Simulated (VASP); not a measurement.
Set up this calculation in VASP 6.6.1, as the native input.

```
Task                   : electric field gradients
Functional             : PBE
Potentials or basis    : VASP PAW PBE potentials, release 64 (Se)
Cutoff                 : 520 eV
k mesh                 : 8 × 8 × 6
Occupations            : fermi-dirac, width 0.03 eV
Spin                   : no spin polarisation
Dipole correction      : no
Further INCAR settings : ALGO = Normal; EDIFF = 1e-08; NBANDS = 16
```

The structure of Se lies in POSCAR:

```
Se
1.0
    4.3987213744      0.0000000000      0.0000000000
   -2.1993606872      3.8094044544      0.0000000000
    0.0000000000      0.0000000000      4.9494500000
Se
3
Direct
    0.2170000000      0.0000000000      0.1666666667
    0.0000000000      0.2170000000      0.8333333333
    0.7830000000      0.7830000000      0.5000000000
```

This cell differs from its parent crystal: equal xx and yy strain of +1 %.

One way to write it, as run:

INCAR

```
SYSTEM = Se
ALGO     = Normal         ! electronic algorithm
EDIFF    = 1E-8           ! SCF threshold, eV
ENCUT    = 520            ! plane-wave cutoff, eV
GGA      = PE             ! functional
ISIF     = 2              ! what is computed and relaxed
ISMEAR   = -1             ! smearing method
LASPH    = .TRUE.         ! aspherical terms in the spheres
LCHARG   = .FALSE.        ! write CHGCAR
LEFG     = .TRUE.       
LREAL    = .FALSE.        ! projectors in reciprocal space
LWAVE    = .FALSE.        ! write WAVECAR
NBANDS   = 16             ! bands
NELM     = 80             ! most SCF steps
PREC     = Accurate       ! precision mode
SIGMA    = 0.03           ! smearing width, eV
```

KPOINTS

```
k-points
0
G
  8 8 6
  0 0 0
```

Potentials or basis: VASP PAW PBE potentials, release 64 (Se).

Run with:

```console
$ cat potpaw_PBE.64/Se/POTCAR > POTCAR
$ mpirun -np 1 vasp_std > vasp.out
```

Results of the run:

```
Pressure               : 4.6 GPa
Largest force          : 0.971 eV/Å
Band gap on the k mesh : 1.14 eV, indirect (least direct gap 1.23 eV)
```

Caveat: the cell differs from its parent crystal (equal xx and yy strain of +1 %); without QUAD_EFG the Cq values of the log hold for a quadrupole moment of 1 mb, not for the nuclei.

Run time: 61 s on 1 thread of Intel(R) Xeon(R) 6975P-C (Granite Rapids), with other jobs on the host, peak memory 0.23 GiB.
